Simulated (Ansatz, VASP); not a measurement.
# Hg in VASP and in Ansatz

File INCAR:

```
SYSTEM = Hg
ALGO = Fast
EDIFF = 1E-6
ENCUT = 520
GGA = PE
ISIF = 2
ISMEAR = 0
IVDW = 12
LASPH = .TRUE.
LCHARG = .FALSE.
LREAL = .FALSE.
LWAVE = .FALSE.
NBANDS = 19
NELM = 80
PREC = Accurate
SIGMA = 0.15
```

Contents of KPOINTS:

```
k-points
0
G
  15 15 8
  0 0 0
```

File POSCAR:

```
Hg
1.0
    3.4081000000      0.0000000000      0.0000000000
   -1.7040500000      2.9515011786      0.0000000000
    0.0000000000      0.0000000000      4.8104000000
Hg
2
Direct
    0.6666666667      0.3333333333      0.7500000000
    0.3333333333      0.6666666667      0.2500000000
```

Input for Ansatz:

```yaml
crystal:
  lattice:
    - [3.4081, 0.0, 0.0]
    - [-1.70405, 2.9515011786, 0.0]
    - [0.0, 0.0, 4.8104]
  atoms:
    - { symbol: Hg, position: [0.6666666667, 0.3333333333, 0.75] }
    - { symbol: Hg, position: [0.3333333333, 0.6666666667, 0.25] }
basis:
  ecutwfc: 420
kpoints:
  mp_grid: { grid: [15, 15, 8] }
hamiltonian:
  xc: pbe
  dispersion: d3bj
scf:
  occupations: { method: gaussian, width: 0.15 }
output:
  forces: true
  stress: true
  eigenvalues: true
```

Alike in both runs: task single point; functional PBE; dispersion D3(BJ); k mesh 15 × 15 × 8; occupations gaussian, width 0.15 eV; no spin polarisation.

```csv
,VASP,Ansatz
version,VASP 6.6.1,Ansatz 0.2.0
potentials or method,"VASP PAW PBE potentials, release 64 (Hg), cutoff 520 eV","scalar-relativistic, plane waves, PAW"
valence electrons in the cell,24,40
```

```csv
,VASP,Ansatz,Ansatz less VASP
gap on the k mesh at the Fermi level (eV),none,none,-
pressure (GPa),1.6,1.3,-0.34
"traceless stress, the component that is largest in VASP (GPa)",-0.30,-0.43,-0.127
```

A gap of «none» marks a metal or a gap that the smearing closes. VASP's potentials hold 24 valence electrons a cell and Ansatz's 40, so a difference there can come from the potentials and not from the codes.

Neither program's run includes spin-orbit coupling.
